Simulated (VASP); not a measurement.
# MgS: single point with r2SCAN

MgS:

```
CELL_PARAMETERS angstrom
0.00000 2.56692 2.56692
2.56692 0.00000 2.56692
2.56692 2.56692 0.00000
ATOMIC_POSITIONS crystal
Mg 0.00000 0.00000 0.00000
S 0.50000 0.50000 0.50000
```

This cell differs from its parent crystal: strain -1.3%.

| Item | Value |
| --- | --- |
| Program | VASP 6.6.1 |
| Task | single point |
| Functional | r2SCAN |
| Potentials or basis | VASP PAW PBE potentials, release 64 (Mg, S) |
| Cutoff | 520 eV |
| k mesh | 8 × 8 × 8 |
| Occupations | gaussian, width 0.01 eV |
| Spin | no spin polarisation |

The pressure is 3.0 GPa and the band gap on the k mesh is 3.52 eV (least direct gap 4.96 eV).

Levels at points of the mesh, in eV from the valence-band top:
```
           k point  band 1  band 2  band 3  band 4  band 5  band 6  band 7  band 8
(0.00, 0.00, 0.00)  -13.43    0.00    0.00    0.00    4.96    8.50    8.50    8.50
(0.50, 0.00, 0.00)  -11.99   -5.10   -0.67   -0.67    5.28    7.55    7.55   11.70
(0.50, 0.50, 0.00)  -11.57   -4.49   -1.82   -1.82    3.52    4.80   13.57   13.61
```

Wall time 53 s on 1 thread of Intel(R) Xeon(R) Platinum 8259CL CPU @ 2.50GHz (Skylake/Cascade Lake), on a shared host, peak memory 0.16 GiB.

Caveat: the cell differs from its parent crystal (strain -1.3%); the PAW data sets were made with another functional, which shifts forces and pressure a little. A k mesh can miss the band edges.
